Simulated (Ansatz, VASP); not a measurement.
## One calculation of As, two programs

File INCAR:

```
SYSTEM = As
PREC = Accurate
ENCUT = 520
EDIFF = 1E-6
ISMEAR = -1
SIGMA = 0.1
LREAL = .False.
LASPH = .True.
NELM = 100
ALGO = Normal
ISIF = 2
LWAVE = .False.
LCHARG = .False.
GGA = B5
ALDAX = 1.0
AGGAX = 1.0
AGGAC = 1.0
ALDAC = 0.0
NBANDS = 18
```

Contents of KPOINTS:

```
Automatic mesh
0
Gamma
  14 14 4
  0 0 0
```

POSCAR

```
As
1.0
    3.0558947208      0.0000000000      0.0000000000
   -1.5279473604      2.6464824595      0.0000000000
    0.0000000000      0.0000000000     11.5779782549
As
4
Direct
    1.0000000000      0.0000000000      0.0000000000
    1.0000000000      0.0000000000      0.5000000000
    0.3333333333      0.6666666667      0.2500000000
    0.6666666667      0.3333333333      0.7500000000
```

Input for Ansatz:

```yaml
crystal:
  lattice:
    - [3.0558947208, 0.0, 0.0]
    - [-1.5279473604, 2.6464824595, 0.0]
    - [0.0, 0.0, 11.5779782549]
  atoms:
    - { symbol: As, position: [1.0, 0.0, 0.0] }
    - { symbol: As, position: [1.0, 0.0, 0.5] }
    - { symbol: As, position: [0.3333333333, 0.6666666667, 0.25] }
    - { symbol: As, position: [0.6666666667, 0.3333333333, 0.75] }
hamiltonian:
  xc: blyp
  pseudopotentials:
    kind: paw
    azcp:
      As: "pseudopotentials/As.paw.azcp"
basis:
  ecutwfc: 420
  fft_grid_basis: typed
kpoints:
  mp_grid: { grid: [14, 14, 4], shift: [0, 0, 0] }
magnetization:
  spin_polarized: false
scf:
  occupations: { method: fermi_dirac, width: 0.1 }
  lower_state_search: "off"
output:
  stress: true
```

Alike in both runs: task single point; functional BLYP; k mesh 14 × 14 × 4; occupations fermi-dirac, width 0.1 eV; no spin polarisation.

|  | VASP | Ansatz |
| --- | --- | --- |
| version | VASP 6.6.1 | Ansatz 0.2.0 |
| potentials or method | VASP PAW PBE potentials, release 64 (As), cutoff 520 eV | plane waves (420 eV) with PAW, scalar-relativistic |
| valence electrons in the cell | 20 | 60 |

|  | VASP | Ansatz | Ansatz less VASP |
| --- | --- | --- | --- |
| pressure (GPa) | -3.7 | -3.9 | -0.14 |
| traceless stress, the component that is largest in VASP (GPa) | 0.43 | 0.46 | +0.032 |

VASP's potentials were made for PBE, not for BLYP. VASP's potentials hold 20 valence electrons a cell and Ansatz's 60, so a difference there can come from the potentials and not from the codes.
